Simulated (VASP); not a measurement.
# BeTe (F-43m) in VASP: further runs, part 2 of 2

VASP 6.6.1. The steps go on from the part before.

**3. Elastic constants, PBEsol**

This run uses another cell than the first one, of 20.75 Å³/atom, 1.037 times its volume.

INCAR

```
SYSTEM = BeTe
PREC = Accurate ; ENCUT = 600
EDIFF = 1E-8 ; ISMEAR = 0
SIGMA = 0.01 ; LREAL = .FALSE.
LASPH = .TRUE. ; NELM = 80
ALGO = Normal ; ISIF = 3
LWAVE = .FALSE. ; LCHARG = .FALSE.
GGA = PS ; NBANDS = 11
IBRION = 6 ; NFREE = 2
POTIM = 0.015 ; NSW = 1
```

KPOINTS

```
Automatic mesh
0
G
  8 8 8
  0 0 0
```

POSCAR

```
BeTe
1.0
    0.0000000000      2.7479909288      2.7479909288
    2.7479909288      0.0000000000      2.7479909288
    2.7479909288      2.7479909288      0.0000000000
Be Te
1 1
Direct
    0.0000000000      0.0000000000      0.0000000000
    0.7500000000      0.7500000000      0.7500000000
```

Potentials or basis: VASP PAW PBE potentials, release 64 (Be, Te).

Launch:

```console
> cat potpaw_PBE.64/Be/POTCAR potpaw_PBE.64/Te/POTCAR > POTCAR
> mpirun -np 1 vasp_std > vasp.out
```

OUTCAR:

```text
SYSTEM = BeTe
   PREC = Accurate
   ENCUT = 600
   EDIFF = 1E-8
   ISMEAR = 0
   LREAL = .FALSE.
   LASPH = .TRUE.
   NELM = 80
   ISIF = 3
   GGA = PS
   IBRION = 6
   NFREE = 2
   POTIM = 0.015
   NSW = 1

 ion  position               nearest neighbor table
   1  0.000  0.000  0.000-   2 2.38   2 2.38   2 2.38   2 2.38
   2  0.750  0.750  0.750-   1 2.38   1 2.38   1 2.38   1 2.38

  LATTYP: Found a face centered cubic cell.
 ALAT       =     5.4959818576

  Lattice vectors:

 A1 = (   0.0000000000,   2.7479909288,   2.7479909288)
 A2 = (   2.7479909288,   0.0000000000,   2.7479909288)
 A3 = (   2.7479909288,   2.7479909288,   0.0000000000)
[... 759 lines left out ...]
          X           Y           Z          XY          YZ          ZX
  --------------------------------------------------------------------------------
  x     0.00000    -0.00000    -0.00000     0.00000    -6.88444     0.00000
  y     0.00000     0.00000     0.00000     0.00000     0.00000    -6.88444
  z    -0.00000    -0.00000     0.00000    -6.88444     0.00000     0.00000

 INTERNAL STRAIN TENSOR FOR ION    2 for displacements in x,y,z  (eV/Angst):
          X           Y           Z          XY          YZ          ZX
  --------------------------------------------------------------------------------
  x    -0.00000     0.00000     0.00000     0.00000     6.88425     0.00000
  y    -0.00000     0.00000    -0.00000     0.00000     0.00000     6.88425
  z     0.00000     0.00000    -0.00000     6.88425     0.00000     0.00000

 Eigenvectors and eigenvalues of the dynamical matrix
 ----------------------------------------------------

   1 f  =   15.364539 THz    96.538244 2PiTHz  512.505845 cm-1    63.542598 meV
             X         Y         Z           dx          dy          dz
      0.000000  0.000000  0.000000     0.000000    0.966449    0.000000
      4.121986  4.121986  4.121986     0.000000   -0.256858    0.000000
[... 21 lines left out ...]
   6 f/i=    0.000039 THz     0.000248 2PiTHz    0.001314 cm-1     0.000163 meV
             X         Y         Z           dx          dy          dz
      0.000000  0.000000  0.000000     0.000000    0.000000   -0.256858
      4.121986  4.121986  4.121986     0.000000    0.000000   -0.966449

--------------------------------------------------------------------------------------------------------

 ELASTIC MODULI CONTR FROM IONIC RELAXATION (kBar)
 Direction    XX          YY          ZZ          XY          YZ          ZX
 --------------------------------------------------------------------------------
 XX          -0.0000     -0.0000     -0.0000     -0.0000      0.0000      0.0000
 YY          -0.0000     -0.0000     -0.0000     -0.0000     -0.0000     -0.0000
 ZZ          -0.0000     -0.0000     -0.0000      0.0000     -0.0000      0.0000
 XY          -0.0000     -0.0000      0.0000   -225.0039      0.0000      0.0000
 YZ           0.0000     -0.0000     -0.0000      0.0000   -225.0039      0.0000
 ZX           0.0000     -0.0000      0.0000      0.0000      0.0000   -225.0039
 --------------------------------------------------------------------------------

 TOTAL ELASTIC MODULI (kBar)
 Direction    XX          YY          ZZ          XY          YZ          ZX
 --------------------------------------------------------------------------------
 XX        1137.5157    519.5783    519.5783     -0.0000      0.0000      0.0000
 YY         519.5783   1137.5157    519.5783      0.0000     -0.0000     -0.0000
 ZZ         519.5783    519.5783   1137.5157     -0.0000      0.0000      0.0000
 XY          -0.0000      0.0000     -0.0000    552.1689      0.0000      0.0000
 YZ           0.0000     -0.0000      0.0000      0.0000    552.1689      0.0000
 ZX           0.0000     -0.0000      0.0000      0.0000      0.0000    552.1689
 --------------------------------------------------------------------------------
```

OSZICAR:

```text
N       E                     dE             d eps       ncg     rms          rms(c)
DAV:   1     0.215384152584E+02    0.21538E+02   -0.36932E+03   638   0.672E+02
DAV:   2    -0.711881272973E+01   -0.28657E+02   -0.26980E+02   845   0.101E+02
[... 183 lines left out ...]
DAV:   1    -0.818026087152E+01    0.47981E-03   -0.27861E-01  2111   0.241E+00    0.125E-01
DAV:   2    -0.818076866250E+01   -0.50779E-03   -0.60150E-03  2525   0.501E-01    0.678E-02
DAV:   3    -0.818074089993E+01    0.27763E-04   -0.10981E-04  2692   0.676E-02    0.242E-02
DAV:   4    -0.818074077010E+01    0.12982E-06   -0.50940E-06  2613   0.148E-02    0.133E-02
DAV:   5    -0.818074068439E+01    0.85713E-07   -0.68433E-07  2426   0.458E-03    0.194E-03
DAV:   6    -0.818074068629E+01   -0.18970E-08   -0.57582E-08  2519   0.154E-03
  17 F= -.81807407E+01 E0= -.81807407E+01  d E =-.454522E-54
```

Run time: 5.3 min. Hardware: 1 thread of Intel Xeon 6975P-C, shared host; peak memory 0.3 GiB.

What came out:

```yaml
Elastic_constants_C11_C12_C44: 114, 52, 55 GPa
Voigt_bulk_modulus: 73 GPa
Highest_phonon_frequency_at_Γ_LO-TO_splitting_left_out: 513 cm⁻¹
```

Phonon frequencies in cm⁻¹ (negative: imaginary):
```
              q point        frequencies
(0.000, 0.000, 0.000)  0 0 0 513 513 513
```

Elastic tensor in Voigt notation (GPa, in the Cartesian axes of the cell as first typed):
```
114  52  52   0   0   0
 52 114  52   0   0   0
 52  52 114   0   0   0
  0   0   0  55   0   0
  0   0   0   0  55   0
  0   0   0   0   0  55
```

Clamped-ion elastic tensor (GPa):
```
114  52  52   0   0   0
 52 114  52   0   0   0
 52  52 114   0   0   0
  0   0   0  78   0   0
  0   0   0   0  78   0
  0   0   0   0   0  78
```

Caveat: the cell is under stress, which shifts elastic constants; the PAW data sets were made with another functional, which shifts forces and pressure a little; spin-orbit coupling is left out, which moves the levels of the heavy elements.

**4. Elastic constants, PBEsol**

This run uses another cell than the first one, of 21.35 Å³/atom, 1.067 times its volume.

INCAR

```
PREC = Accurate
ENCUT = 600
EDIFF = 1E-8
ISMEAR = 0
SIGMA = 0.01
LREAL = F
LASPH = T
NELM = 60
ALGO = Normal
ISIF = 3
LWAVE = F
LCHARG = T
GGA = PS
IBRION = 6
NFREE = 2
POTIM = 0.015
NSW = 1
```

KPOINTS

```
Automatic mesh
0
Gamma
  8 8 8
```

POSCAR

```
BeTe
1.0
    0.0000000000      2.7740586588      2.7740586588
    2.7740586588      0.0000000000      2.7740586588
    2.7740586588      2.7740586588      0.0000000000
Be Te
1 1
Direct
    0.0000000000      0.0000000000      0.0000000000
    0.7500000000      0.7500000000      0.7500000000
```

Potentials or basis: VASP PAW PBE potentials, release 64 (Be, Te).

Launch:

```console
> cat potpaw_PBE.64/Be/POTCAR potpaw_PBE.64/Te/POTCAR > POTCAR
> mpirun -np 1 vasp_std > vasp.out
```

OUTCAR:

```text
PREC = Accurate
   ENCUT = 600
   EDIFF = 1E-8
   ISMEAR = 0
   LREAL = F
   LASPH = T
   NELM = 60
   ISIF = 3
   GGA = PS
   IBRION = 6
   NFREE = 2
   POTIM = 0.015
   NSW = 1

 ion  position               nearest neighbor table
   1  0.000  0.000  0.000-   2 2.40   2 2.40   2 2.40   2 2.40
   2  0.750  0.750  0.750-   1 2.40   1 2.40   1 2.40   1 2.40

  LATTYP: Found a face centered cubic cell.
 ALAT       =     5.5481173176

  Lattice vectors:

 A1 = (   0.0000000000,   2.7740586588,   2.7740586588)
 A2 = (   2.7740586588,   0.0000000000,   2.7740586588)
 A3 = (   2.7740586588,   2.7740586588,   0.0000000000)

Analysis of symmetry for initial positions (statically):
=====================================================================
[... 686 lines left out ...]
  x     0.00000    -0.00000    -0.00000     0.00000    -6.01455     0.00000
  y    -0.00000     0.00000    -0.00000     0.00000     0.00000    -6.01455
  z    -0.00000    -0.00000     0.00000    -6.01455     0.00000     0.00000

 INTERNAL STRAIN TENSOR FOR ION    2 for displacements in x,y,z  (eV/Angst):
          X           Y           Z          XY          YZ          ZX
  --------------------------------------------------------------------------------
  x     0.00000    -0.00000    -0.00000     0.00000     6.00668     0.00000
  y     0.00000     0.00000     0.00000     0.00000     0.00000     6.00668
  z    -0.00000    -0.00000     0.00000     6.00668     0.00000     0.00000

 Eigenvectors and eigenvalues of the dynamical matrix
 ----------------------------------------------------

   1 f  =   14.802241 THz    93.005226 2PiTHz  493.749625 cm-1    61.217124 meV
             X         Y         Z           dx          dy          dz
      0.000000  0.000000  0.000000    -0.000000    0.966446    0.000000
      4.161088  4.161088  4.161088    -0.000000   -0.256869    0.000000
[... 21 lines left out ...]
   6 f/i=    0.000202 THz     0.001270 2PiTHz    0.006740 cm-1     0.000836 meV
             X         Y         Z           dx          dy          dz
      0.000000  0.000000  0.000000     0.015703    0.242108   -0.084371
      4.161088  4.161088  4.161088     0.059082    0.910912   -0.317438

--------------------------------------------------------------------------------------------------------

 ELASTIC MODULI CONTR FROM IONIC RELAXATION (kBar)
 Direction    XX          YY          ZZ          XY          YZ          ZX
 --------------------------------------------------------------------------------
 XX          -0.0000     -0.0000     -0.0000      0.0000     -0.0000     -0.0000
 YY          -0.0000     -0.0000     -0.0000      0.0000      0.0000     -0.0000
 ZZ          -0.0000     -0.0000     -0.0000     -0.0000      0.0000     -0.0000
 XY           0.0000      0.0000     -0.0000   -179.6260      0.0000      0.0000
 YZ          -0.0000      0.0000      0.0000      0.0000   -179.6260     -0.0000
 ZX          -0.0000     -0.0000     -0.0000      0.0000     -0.0000   -179.6260
 --------------------------------------------------------------------------------

 TOTAL ELASTIC MODULI (kBar)
 Direction    XX          YY          ZZ          XY          YZ          ZX
 --------------------------------------------------------------------------------
 XX        1073.1534    465.5361    465.5361     -0.0000      0.0000     -0.0000
 YY         465.5361   1073.1534    465.5361      0.0000      0.0000     -0.0000
 ZZ         465.5361    465.5361   1073.1534      0.0000      0.0000     -0.0000
 XY          -0.0000      0.0000      0.0000    530.8443      0.0000      0.0000
 YZ           0.0000      0.0000      0.0000      0.0000    530.8443     -0.0000
 ZX          -0.0000     -0.0000     -0.0000      0.0000     -0.0000    530.8443
 --------------------------------------------------------------------------------
```

OSZICAR:

```text
N       E                     dE             d eps       ncg     rms          rms(c)
DAV:   1     0.232022376307E+02    0.23202E+02   -0.37480E+03   464   0.922E+02
DAV:   2    -0.744292417457E+01   -0.30645E+02   -0.29641E+02   624   0.105E+02
[... 183 lines left out ...]
DAV:   1    -0.820441458848E+01    0.53495E-03   -0.32582E-01  1520   0.331E+00    0.143E-01
DAV:   2    -0.820498217361E+01   -0.56759E-03   -0.66267E-03  2032   0.670E-01    0.669E-02
DAV:   3    -0.820495073792E+01    0.31436E-04   -0.83946E-05  2200   0.689E-02    0.199E-02
DAV:   4    -0.820494968067E+01    0.10572E-05   -0.79707E-06  2016   0.217E-02    0.351E-03
DAV:   5    -0.820494954503E+01    0.13564E-06   -0.13990E-06  1904   0.825E-03    0.287E-03
DAV:   6    -0.820494954842E+01   -0.33882E-08   -0.68264E-08  2040   0.220E-03
  17 F= -.82049495E+01 E0= -.82049495E+01  d E =-.366034E-24
```

Wall time 5.7 min (1 thread of Intel Xeon 6975P-C, shared host); peak memory 0.28 GiB.

Results:

```yaml
Elastic_constants_C11_C12_C44: 107, 47, 53 GPa
Voigt_bulk_modulus: 67 GPa
Highest_phonon_frequency_at_Γ_LO-TO_splitting_left_out: 494 cm⁻¹
```

Phonon frequencies in cm⁻¹ (negative: imaginary):
| q point | frequencies |
| --- | --- |
| (0.000, 0.000, 0.000) | 0 0 0 494 494 494 |

Elastic tensor in Voigt notation (GPa, in the Cartesian axes of the cell as first typed):
```
107  47  47   0   0   0
 47 107  47   0   0   0
 47  47 107   0   0   0
  0   0   0  53   0   0
  0   0   0   0  53   0
  0   0   0   0   0  53
```

Clamped-ion elastic tensor (GPa):
```
107  47  47   0   0   0
 47 107  47   0   0   0
 47  47 107   0   0   0
  0   0   0  71   0   0
  0   0   0   0  71   0
  0   0   0   0   0  71
```

Caveat: the cell is under stress, which shifts elastic constants; the PAW data sets were made with another functional, which shifts forces and pressure a little; spin-orbit coupling is left out, which moves the levels of the heavy elements.

**5. Elastic constants, PBEsol**

This run uses another cell than the first one, of 21.66 Å³/atom, 1.083 times its volume.

INCAR, as its differences from that of step 4:

```diff
@@ -7,3 +7,3 @@
 LASPH = T
-NELM = 60
+NELM = 80
 ALGO = Normal
@@ -11,4 +11,5 @@
 LWAVE = F
-LCHARG = T
+LCHARG = F
 GGA = PS
+NBANDS = 11
 IBRION = 6
```

KPOINTS

```
regular mesh
0
Gamma
  8 8 8
```

POSCAR

```
BeTe
1.0
    0.0000000000      2.7875808297      2.7875808297
    2.7875808297      0.0000000000      2.7875808297
    2.7875808297      2.7875808297      0.0000000000
Be Te
1 1
Direct
    0.0000000000      0.0000000000      0.0000000000
    0.7500000000      0.7500000000      0.7500000000
```

Launch:

```console
> cat potpaw_PBE.64/Be/POTCAR potpaw_PBE.64/Te/POTCAR > POTCAR
> mpirun -np 1 vasp_std > vasp.out
```

Wall time 5.8 min (1 thread of Intel Xeon 6975P-C, shared host); peak memory 0.31 GiB.

The run converged. Its results:

* Elastic constants C11, C12, C44: 104, 44, 52 GPa
* Voigt bulk modulus: 64 GPa
* Highest phonon frequency at Γ, LO-TO splitting left out: 484 cm⁻¹

Phonon frequencies in cm⁻¹ (negative: imaginary):
```csv
q point,frequencies
"(0.000, 0.000, 0.000)",0 0 0 484 484 484
```

Elastic tensor in Voigt notation (GPa, in the Cartesian axes of the cell as first typed):
```
104  44  44   0   0   0
 44 104  44   0   0   0
 44  44 104   0   0   0
  0   0   0  52   0   0
  0   0   0   0  52   0
  0   0   0   0   0  52
```

Clamped-ion elastic tensor (GPa):
```
104  44  44   0   0   0
 44 104  44   0   0   0
 44  44 104   0   0   0
  0   0   0  68   0   0
  0   0   0   0  68   0
  0   0   0   0   0  68
```

Caveat: the cell is under stress, which shifts elastic constants; the PAW data sets were made with another functional, which shifts forces and pressure a little; spin-orbit coupling is left out, which moves the levels of the heavy elements.
